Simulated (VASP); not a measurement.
# S (Fd-3m) in VASP: further runs, part 2 of 2

VASP 6.6.1. Earlier steps stand in the parts before.

## Step 4: Single point, PBEsol

This run uses another cell than the first one, of 19.85 Å³/atom, 1.102 times its volume.

Contents of INCAR:

```
SYSTEM = S
PREC = Accurate
ENCUT = 520
EDIFF = 1E-7
ISMEAR = 1
SIGMA = 0.02
LREAL = .FALSE.
LASPH = .TRUE.
NELM = 100
ALGO = Normal
ISIF = 2
LWAVE = .FALSE.
LCHARG = .TRUE.
GGA = PS
LELF = .TRUE.
LVHAR = .TRUE.
NBANDS = 13
```

Contents of KPOINTS:

```
regular mesh
0
G
  5 5 5
  0 0 0
```

Contents of POSCAR:

```
S
1.0
    0.0000000000      2.7077204232      2.7077204232
    2.7077204232      0.0000000000      2.7077204232
    2.7077204232      2.7077204232      0.0000000000
S
2
Direct
    0.0000000000      0.0000000000      0.0000000000
    0.2500000000      0.2500000000      0.2500000000
```

Potentials or basis: VASP PAW PBE potentials, release 64 (S).

Run with:

```sh
> cat potpaw_PBE.64/S/POTCAR > POTCAR
> mpirun -np 1 vasp_std > vasp.out
```

OUTCAR:

```text
SYSTEM = S
   PREC = Accurate
   ENCUT = 520
   EDIFF = 1E-7
   ISMEAR = 1
   LREAL = .FALSE.
   LASPH = .TRUE.
   NELM = 100
   ISIF = 2
   GGA = PS

 ion  position               nearest neighbor table
   1  0.000  0.000  0.000-   2 2.34   2 2.34   2 2.34   2 2.34
   2  0.250  0.250  0.250-   1 2.34   1 2.34   1 2.34   1 2.34

  LATTYP: Found a face centered cubic cell.
 ALAT       =     5.4154408464

  Lattice vectors:

 A1 = (   0.0000000000,   2.7077204232,   2.7077204232)
 A2 = (   2.7077204232,   0.0000000000,   2.7077204232)
 A3 = (   2.7077204232,   2.7077204232,   0.0000000000)

Analysis of symmetry for initial positions (statically):
=====================================================================
 Subroutine PRICEL returns:
 Original cell was already a primitive cell.

 Routine SETGRP: Setting up the symmetry group for a
 face centered cubic supercell.

 Subroutine GETGRP returns: Found 48 space group operations
 (whereof 24 operations were pure point group operations)
 out of a pool of 48 trial point group operations.

The static configuration has the point symmetry T_d .
 The point group associated with its full space group is O_h .

Analysis of symmetry for dynamics (positions and initial velocities):
=====================================================================
 Subroutine PRICEL returns:
 Original cell was already a primitive cell.

 Routine SETGRP: Setting up the symmetry group for a
 face centered cubic supercell.

 Subroutine GETGRP returns: Found 48 space group operations
 (whereof 24 operations were pure point group operations)
 out of a pool of 48 trial point group operations.

The dynamic configuration has the point symmetry T_d .
 The point group associated with its full space group is O_h .

 Subroutine INISYM returns: Found 48 space group operations
 (whereof 24 operations are pure point group operations),
 and found     1 'primitive' translations

----------------------------------------------------------------------------------------

                                     Primitive cell

  volume of cell :      39.7047

  direct lattice vectors                    reciprocal lattice vectors
     0.000000000  2.707720423  2.707720423    -0.184657174  0.184657174  0.184657174
     2.707720423  0.000000000  2.707720423     0.184657174 -0.184657174  0.184657174
     2.707720423  2.707720423  0.000000000     0.184657174  0.184657174 -0.184657174

  length of vectors
     3.829294946  3.829294946  3.829294946     0.319835606  0.319835606  0.319835606

  position of ions in fractional coordinates (direct lattice)
     0.000000000  0.000000000  0.000000000
     0.250000000  0.250000000  0.250000000

  ion indices of the primitive-cell ions
   primitive index   ion index
                 1           1
                 2           2

----------------------------------------------------------------------------------------

 KPOINTS: regular mesh

Automatic generation of k-mesh.
 Grid dimensions read from file:
 generate k-points for:    5    5    5

 Generating k-lattice:

  Cartesian coordinates                     Fractional coordinates (reciprocal lattice)
[... 25 lines left out ...]
 -0.400000  0.400000  0.000000     12.000000
 -0.400000  0.400000  0.200000     24.000000
   k-points           NKPTS =     10   k-points in BZ     NKDIM =     10   number of bands    NBANDS=     13
   number of dos      NEDOS =    301   number of ions     NIONS =      2
   total plane-waves  NPLWV =  21952
   dimension x,y,z NGX =    28 NGY =   28 NGZ =   28
   dimension x,y,z NGXF=    56 NGYF=   56 NGZF=   56
   ions per type =               2
   NGX,Y,Z   is equivalent  to a cutoff of  12.16, 12.16, 12.16 a.u.
   NGXF,Y,Z  is equivalent  to a cutoff of  24.31, 24.31, 24.31 a.u.
 SYSTEM =  S
   PREC   = accura    normal or accurate (medium, high low for compatibility)
   ISTART =      0    job   : 0-new  1-cont  2-samecut
   ICHARG =      2    charge: 1-file 2-atom 10-const
   ISPIN  =      1    spin polarized calculation?
   LNONCOLLINEAR =      F non collinear calculations
   LSORBIT =      F    spin-orbit coupling
   LASPH  =      T    aspherical Exc in radial PAW
   ENCUT  =  520.0 eV  38.22 Ry    6.18 a.u.   7.12  7.12  7.12*2*pi/ulx,y,z
   NELM   =    100;   NELMIN=  2; NELMDL= -5     # of ELM steps
   EDIFF  = 0.1E-06   stopping-criterion for ELM
   LREAL  =      F    real-space projection
   EDIFFG = 0.1E-05   stopping-criterion for IOM
   NSW    =      0    number of steps for IOM
   IBRION =     -1    ionic relax: 0-MD 1-quasi-New 2-CG
   NFREE  =      0    steps in history (QN), initial steepest desc. (CG)
   ISIF   =      2    stress and relaxation
   ISYM   =      2    0-nonsym 1-usesym 2-fastsym
   POTIM  = 0.5000    time-step for ionic-motion
   TEBEG  =    0.0;   TEEND  =   0.0 temperature during run
   PSTRESS=    0.0 pullay stress
   NELECT =      12.0000    total number of electrons
   NUPDOWN=      -1.0000    fix difference up-down
   EMIN   =  10.00;   EMAX   =-10.00  energy-range for DOS
   EFERMI =   0.00;   METHOD = LEGACY
   ISMEAR =     1;   SIGMA  =   0.02  broadening in eV -4-tet -1-fermi 0-gaus
   EFERMI_NEDOS =   21; number of points for ismear=-14 and -15
   IALGO  =     38    algorithm
   IMIX   =      4    mixing-type and parameters
     AMIX     =   0.40;   BMIX     =  1.00
     AMIX_MAG =   1.60;   BMIX_MAG =  1.00
  volume/ion in A,a.u.               =      19.85       133.97
  Fermi-wavevector in a.u.,A,eV,Ry     =   1.098638  2.076125 16.422317  1.207006
  Thomas-Fermi vector in A             =   2.235019
   LORBIT       =      0    0 simple, 1 ext, 2 COOP (PROOUT), +10 PAW based schemes
   GGA     = PS    functional components
   LHFCALC =     F    Hartree Fock is set to
   AEXX    =    0.0000 exact exchange contribution
   IVDW    =     0    specifies the selected vdW correction
   LEPSILON=     F    determine dielectric tensor
   LRPA    =     F    only Hartree local field effects (RPA)
 non-spin polarized calculation
 Methfessel and Paxton  Order N= 1 SIGMA  =   0.02
  energy-cutoff  :      520.00
  volume of cell :       39.70
 maximum number of plane-waves:      1074
   NGX = 15   NGY = 15   NGZ = 15

 number of electron      11.9999996 magnetization

 Free energy of the ion-electron system (eV)
  ---------------------------------------------------
  ext. energy  EPLUGINS =         0.00000000
  ---------------------------------------------------
  free energy    TOTEN  =        -6.73934434 eV

  energy without entropy =       -6.73907579  energy(sigma->0) =       -6.73925482

 E-fermi :   5.6204     XC(G=0):  -9.8143

 val. band max:        5.4836786451   @ k =  -0.2000   0.2000   0.0000
 cond. band min:       5.6306287237   @ k =   0.4000   0.0000   0.0000
 fundamental gap:      0.1469500786
 Fermi energy:         5.6204488387

 k-point     1 :       0.0000    0.0000    0.0000
  band No.  band energies     occupation
      1     -11.7723      2.00000
      2      -2.4793      2.00000
      3       0.9606      2.00000
      4       0.9606      2.00000
      5       0.9606      2.00000
      6       4.3297      2.00000
      7       4.3297      2.00000
      8       4.3297      2.00000
      9      11.0680      0.00000
     10      12.9678      0.00000
     11      12.9678      0.00000
     12      16.1835      0.00000
     13      16.1835      0.00000
[... 130 lines left out ...]
  band No.  band energies     occupation
      1      -9.4106      2.00000
      2      -7.5779      2.00000
      3      -1.6147      2.00000
      4      -0.9734      2.00000
      5       4.0385      2.00000
      6       4.9048      2.00000
      7       6.9906      0.00000
      8       7.6917      0.00000
      9      11.5005      0.00000
     10      12.1818      0.00000
     11      15.1683      0.00000
     12      17.3140      0.00000
     13      18.1536      0.00000

------------------------ aborting loop because EDIFF is reached ----------------------------------------

  FORCE on cell =-STRESS in cart. coord.  units (eV):
  Direction    XX          YY          ZZ          XY          YZ          ZX
  --------------------------------------------------------------------------------------
  -------------------------------------------------------------------------------------
  Total        2.5052315      2.5052315      2.5052315      0.0000000     -0.0000000      0.0000000
  in kB      101.0920449    101.0920449    101.0920449      0.0000000     -0.0000000      0.0000000
  external PRESSURE =     101.0920449 kB  Pullay stress =       0.0000000 kB

 VOLUME and BASIS-vectors are now :
 -----------------------------------------------------------------------------
  energy-cutoff  :      520.00
  volume of cell :       39.70
      direct lattice vectors                 reciprocal lattice vectors
     0.000000000  2.707720423  2.707720423    -0.184657174  0.184657174  0.184657174
     2.707720423  0.000000000  2.707720423     0.184657174 -0.184657174  0.184657174
     2.707720423  2.707720423  0.000000000     0.184657174  0.184657174 -0.184657174

 POSITION                                       TOTAL-FORCE (eV/Angst)
 -----------------------------------------------------------------------------------
      0.00000      0.00000      0.00000        -0.000000     -0.000000     -0.000000
      1.35386      1.35386      1.35386         0.000000      0.000000      0.000000
 -----------------------------------------------------------------------------------
    total drift:                                0.000000      0.000000      0.000000

  FREE ENERGIE OF THE ION-ELECTRON SYSTEM (eV)
  ---------------------------------------------------
  free  energy   TOTEN  =        -6.7393443399 eV

  energy  without entropy=       -6.7390757918  energy(sigma->0) =       -6.73925482
```

It took 5 s on 1 thread of Intel Xeon 6975P-C, shared host; peak memory 0.14 GiB.

What came out:

```yaml
Free_energy: -6.7393 eV
Pressure: 10.1 GPa
Band_gap_on_the_k_mesh: zero (band 6 reaches 5.81 eV, above the bottom of band 7 at 4.33 eV)
```

Caveat: the k points lie up to 0.40 Å⁻¹ apart; the PAW data sets were made with another functional, which shifts forces and pressure a little.

## Step 5: Single point, PBEsol

This run uses another cell than the first one, of 22.87 Å³/atom, 1.269 times its volume.

Contents of INCAR:

```
ALGO = Normal
EDIFF = 1E-6
ENCUT = 520
GGA = PS
ISIF = 2
ISMEAR = 1
LASPH = True
LCHARG = False
LREAL = False
LWAVE = False
NBANDS = 13
NELM = 60
PREC = Accurate
SIGMA = 0.02
```

Contents of KPOINTS:

```
k-points
0
Gamma
  5 5 5
```

Contents of POSCAR:

```
S
1.0
    0.0000000000      2.8386182752      2.8386182752
    2.8386182752      0.0000000000      2.8386182752
    2.8386182752      2.8386182752      0.0000000000
S
2
Direct
    0.0000000000      0.0000000000      0.0000000000
    0.2500000000      0.2500000000      0.2500000000
```

Run with:

```sh
> cat potpaw_PBE.64/S/POTCAR > POTCAR
> mpirun -np 1 vasp_std > vasp.out
```

Wall time 5.4 s (1 thread of Intel Xeon 6975P-C, shared host); peak memory 0.15 GiB.

The run converged. Its results:

```
Free energy            : -6.9133 eV
Pressure               : 0.0 GPa
Band gap on the k mesh : zero (band 6 reaches 4.13 eV, above the bottom of band 7 at 2.97 eV)
```

Levels at points of the mesh, in eV from the Fermi level:
```
           k point  band 4  band 5  band 6  band 7  band 8  band 9
(0.00, 0.00, 0.00)   -4.18   -4.18   -1.14   -1.14   -1.14    5.25
```

Caveat: the k points lie up to 0.38 Å⁻¹ apart; the PAW data sets were made with another functional, which shifts forces and pressure a little.

## Step 6: Relaxation of cell and atoms, PBEsol

This run uses another cell than the first one, of 24.14 Å³/atom, 1.340 times its volume.

Contents of INCAR:

```
SYSTEM = S
PREC     = Accurate       ! precision mode
ENCUT    = 600            ! plane-wave cutoff, eV
EDIFF    = 1E-6           ! SCF threshold, eV
ISMEAR   = 1              ! smearing method
SIGMA    = 0.02           ! smearing width, eV
LREAL    = .FALSE.        ! projectors in reciprocal space
LASPH    = .TRUE.         ! aspherical terms in the spheres
NELM     = 100            ! most SCF steps
ALGO     = Normal         ! electronic algorithm
ISIF     = 3              ! what is computed and relaxed
LWAVE    = .FALSE.        ! write WAVECAR
LCHARG   = .FALSE.        ! write CHGCAR
GGA      = PS             ! functional
IBRION   = 2              ! ionic algorithm
NSW      = 60             ! ionic steps
EDIFFG   = -0.02          ! ionic threshold
```

Contents of KPOINTS:

```
Automatic mesh
0
G
  5 5 5
  0 0 0
```

Contents of POSCAR:

```
S
1.0
    0.0000000000      2.8900000000      2.8900000000
    2.8900000000      0.0000000000      2.8900000000
    2.8900000000      2.8900000000      0.0000000000
S
2
Direct
    0.0000000000      0.0000000000      0.0000000000
    0.2500000000      0.2500000000      0.2500000000
```

Potentials or basis: VASP PAW PBE potentials, release 64 (S).

Run with:

```sh
> cat potpaw_PBE.64/S/POTCAR > POTCAR
> mpirun -np 1 vasp_std > vasp.out
```

It took 23 s on 1 thread of Intel Xeon 6975P-C, shared host; peak memory 0.19 GiB.

The run converged. Its results:

```yaml
Free_energy: -6.9137 eV
Relaxed_volume: 22.88 Å³/atom
Relaxed_cell: a = 4.015 Å, b = 4.015 Å, c = 4.015 Å, α = 60.00°, β = 60.00°, γ = 60.00°
Space_group_after_relaxing_to_0.05_Å: Fd-3m (No. 227)
Energy_gained_by_relaxing: 9.4 meV/atom
Ionic_steps: 2
Pressure_after_relaxing: 0.1 GPa
Band_gap_on_the_k_mesh: zero (band 6 reaches 4.13 eV, above the bottom of band 7 at 2.97 eV)
```

Step by step:
```csv
step,energy change (eV),largest force (eV/Å),pressure (GPa),volume (Å³)
1,0.0000,0.0000,-2.44,48.28
2,-0.0188,0.0000,0.05,45.75
```

Final structure:
```
S
1.0
     0.00000    2.83878    2.83878
     2.83878    0.00000    2.83878
     2.83878    2.83878    0.00000
S
2
Cartesian
  2.8388 2.8388 0.0000
  1.4194 1.4194 1.4194
```

Levels at points of the mesh, in eV from the Fermi level:
| k point | band 2 | band 3 | band 4 | band 5 | band 6 | band 7 | band 8 | band 9 | band 10 |
| --- | --- | --- | --- | --- | --- | --- | --- | --- | --- |
| (0.00, 0.00, 0.00) | -8.92 | -4.17 | -4.17 | -4.17 | -1.14 | -1.14 | -1.14 | 5.25 | 7.58 |

Caveat: the k points lie up to 0.38 Å⁻¹ apart in the final cell; the PAW data sets were made with another functional, which shifts forces and pressure a little.

## Step 7: The runs side by side

| task | cell | cutoff (eV) | gap on the mesh (eV) | pressure (GPa) |
| --- | --- | --- | --- | --- |
| single point | a = 3.708 Å, angles 60.0°, 2 atoms | 520 | none | 20.1 |
| single point | a = 3.597 Å, angles 60.0°, 2 atoms | 520 | none | 30.3 |
| single point | a = 3.829 Å, angles 60.0°, 2 atoms | 520 | none | 10.1 |
| single point | a = 4.014 Å, angles 60.0°, 2 atoms | 520 | none | 0.0 |
| relaxation of cell and atoms | relaxed from a = 4.087 Å, angles 60.0°, 2 atoms | 600 | none | 0.1 |

Alike in all rows: level PBEsol; potentials or basis VASP PAW PBE potentials, release 64 (S); no spin polarisation; k mesh 5 × 5 × 5; smearing methfessel-paxton 0.02 eV.

Caveats: all runs use coarse meshes; the PAW data sets were made with another functional, which shifts forces and pressure a little.

Absolute energies hang on the potentials; compare differences alone.
